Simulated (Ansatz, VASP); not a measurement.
# One calculation of SnO2, two programs

Contents of POSCAR:

```
SnO2
1.0
    0.0000000000      4.4626589766      4.4626589766
    4.4626589766      0.0000000000      4.4626589766
    4.4626589766      4.4626589766      0.0000000000
Sn O
4 8
Direct
    0.1250000000      0.1250000000      0.6250000000
    0.6250000000      0.1250000000      0.1250000000
    0.1250000000      0.6250000000      0.1250000000
    0.1250000000      0.1250000000      0.1250000000
    0.8913962981      0.8913962981      0.8913962981
    0.8913962981      0.3258111057      0.8913962981
    0.8913962981      0.8913962981      0.3258111057
    0.3258111057      0.8913962981      0.8913962981
    0.9241888943      0.3586037019      0.3586037019
    0.3586037019      0.3586037019      0.9241888943
    0.3586037019      0.9241888943      0.3586037019
    0.3586037019      0.3586037019      0.3586037019
```

The input INCAR.step1:

```
SYSTEM = SnO2
ALGO = Normal
EDIFF = 1E-4
ENCUT = 520
GGA = PE
ISMEAR = 0
LASPH = .TRUE.
LCHARG = .FALSE.
LREAL = .FALSE.
LWAVE = .TRUE.
NBANDS = 64
NELM = 100
PREC = Accurate
SIGMA = 0.05
```

Contents of INCAR.step2:

```
SYSTEM = SnO2
ALGO = Normal
EDIFF = 1E-6
ENCUT = 520
ISIF = 2
ISMEAR = 0
ISTART = 1
LASPH = .TRUE.
LCHARG = .TRUE.
LELF = .TRUE.
LMIXTAU = .TRUE.
LREAL = .FALSE.
LVHAR = .TRUE.
LWAVE = .FALSE.
METAGGA = R2SCAN
NBANDS = 64
NELM = 100
PREC = Accurate
SIGMA = 0.05
```

KPOINTS

```
k-points
0
G
  4 4 4
  0 0 0
```

Input for Ansatz:

```yaml
crystal:
  lattice:
    - [0.0, 4.4626589766, 4.4626589766]
    - [4.4626589766, 0.0, 4.4626589766]
    - [4.4626589766, 4.4626589766, 0.0]
  atoms:
    - { symbol: Sn, position: [0.125, 0.125, 0.625] }
    - { symbol: Sn, position: [0.625, 0.125, 0.125] }
    - { symbol: Sn, position: [0.125, 0.625, 0.125] }
    - { symbol: Sn, position: [0.125, 0.125, 0.125] }
    - { symbol: O, position: [0.8913962981, 0.8913962981, 0.8913962981] }
    - { symbol: O, position: [0.8913962981, 0.3258111057, 0.8913962981] }
    - { symbol: O, position: [0.8913962981, 0.8913962981, 0.3258111057] }
    - { symbol: O, position: [0.3258111057, 0.8913962981, 0.8913962981] }
    - { symbol: O, position: [0.9241888943, 0.3586037019, 0.3586037019] }
    - { symbol: O, position: [0.3586037019, 0.3586037019, 0.9241888943] }
    - { symbol: O, position: [0.3586037019, 0.9241888943, 0.3586037019] }
    - { symbol: O, position: [0.3586037019, 0.3586037019, 0.3586037019] }
basis:
  ecutwfc: 500
kpoints:
  mp_grid: { grid: [4, 4, 4] }
hamiltonian:
  xc: r2scan
scf:
  occupations: { method: gaussian, width: 0.05 }
output:
  forces: true
  stress: true
  eigenvalues: true
```

Alike in both runs: task single point; functional r2SCAN; k mesh 4 × 4 × 4; occupations gaussian, width 0.05 eV; no spin polarisation.

|  | VASP | Ansatz |
| --- | --- | --- |
| version | VASP 6.6.1 | Ansatz 0.2.0 |
| potentials or method | VASP PAW PBE potentials, release 64 (Sn_d, O), cutoff 520 eV | scalar-relativistic, plane waves, PAW |
| valence electrons in the cell | 104 | 104 |

VASP gave:

| Item | Value |
| --- | --- |
| gap on the k mesh at the Fermi level (eV) | 2.63 |
| least direct gap on the mesh (eV) | 2.63 |
| pressure (GPa) | 1.0 |
| rms of the force components (eV/Å) | 0.042 |

**Question.** What did Ansatz give for the same quantities?

**Answer.** gap on the k mesh at the Fermi level (eV): 2.64; least direct gap on the mesh (eV): 2.64; pressure (GPa): 0.0; rms of the force components (eV/Å): 0.000.

VASP's potentials were made for PBE, not for r2SCAN. Atom by atom the forces differ by 0.042 eV/Å (rms over components). The functional is the same, so the differences come from potentials, cutoffs and numerics.
